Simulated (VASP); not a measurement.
The system is C.

```
CELL_PARAMETERS angstrom
0.00000 1.76548 1.76548
1.76548 0.00000 1.76548
1.76548 1.76548 0.00000
ATOMIC_POSITIONS crystal
C 0.50000 0.50000 0.50000
C 0.75000 0.75000 0.75000
```

Base run:

* Program: VASP 6.6.1
* Functional: LDA
* Potentials or basis: VASP PAW LDA potentials, release 64 (C)
* Cutoff: 520 eV
* k mesh: 10 × 10 × 10
* Occupations: gaussian, width 0.1 eV
* Spin: no spin polarisation

Its results: band gap on the k mesh 4.20 eV, indirect (least direct gap 5.63 eV); pressure 1.9 GPa.

Problem. The run is repeated on the same cell with these changes: potentials or basis from VASP PAW LDA potentials, release 64 (C) to VASP PAW LDA potentials, release 64 (C_h); cutoff from 520 eV to 910 eV. What comes out?

Solution. Band gap on the k mesh 4.21 eV, indirect (least direct gap 5.63 eV); pressure 1.0 GPa.

Caveats: the cutoff is under 1.25 times the usual one of these potentials, so pressure, stress and relaxed cells hold a basis-set (Pulay) error (some runs).

A k mesh can miss the band edges.
